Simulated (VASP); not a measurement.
A run of VASP 6.6.1 is set up as follows.

Contents of INCAR:

```
SYSTEM = NaLiC3
ALGO = Normal
EDIFF = 1E-7
EDIFFG = -0.01
ENCUT = 600
GGA = PE
IBRION = 2
ISIF = 3
ISMEAR = 0
LASPH = .True.
LCHARG = .False.
LREAL = .False.
LWAVE = .False.
NELM = 60
NSW = 100
PREC = Accurate
SIGMA = 0.1
```

The input KPOINTS:

```
k-points
0
Gamma
  12 12 12
  0 0 0
```

Contents of POSCAR:

```
NaLiC3
1.0
    1.8691681709      1.0791647466      4.6983997702
   -1.8691681709      1.0791647466      4.6983997702
    0.0000000000     -2.1583294932      4.6983997702
Na Li C
1 1 3
Direct
    0.0000000000      0.0000000000      0.0000000000
    0.5000000000      0.5000000000      0.5000000000
    0.0000000000      0.0000000000      0.5000000000
    0.5000000000      0.0000000000      0.0000000000
    0.0000000000      0.5000000000      0.0000000000
```

Potentials or basis: VASP PAW PBE potentials, release 64 (Na_pv, Li_sv, C).

Launch:

```bash
$ cat potpaw_PBE.64/Na_pv/POTCAR potpaw_PBE.64/Li_sv/POTCAR potpaw_PBE.64/C/POTCAR > POTCAR
$ mpirun -np 1 vasp_std > vasp.out
```

What does it give for the relaxed volume?

11.62 Å³/atom.

Estimate the relaxed cell.

a = 5.191 Å, b = 5.191 Å, c = 5.191 Å, α = 42.62°, β = 42.62°, γ = 42.62°.

Final structure:
```
Na Li C
1.0
     1.88668    1.08928    4.71204
    -1.88668    1.08928    4.71204
     0.00000   -2.17855    4.71204
Na Li C
1 1 3
Direct
  0.00000 0.00000 0.00000
  0.50000 0.50000 0.50000
  0.00000 0.00000 0.50000
  0.50000 0.00000 0.00000
  0.00000 0.50000 0.00000
```

Caveat: the cutoff is under 1.25 times the usual one of these potentials, so pressure, stress and relaxed cells hold a basis-set (Pulay) error.
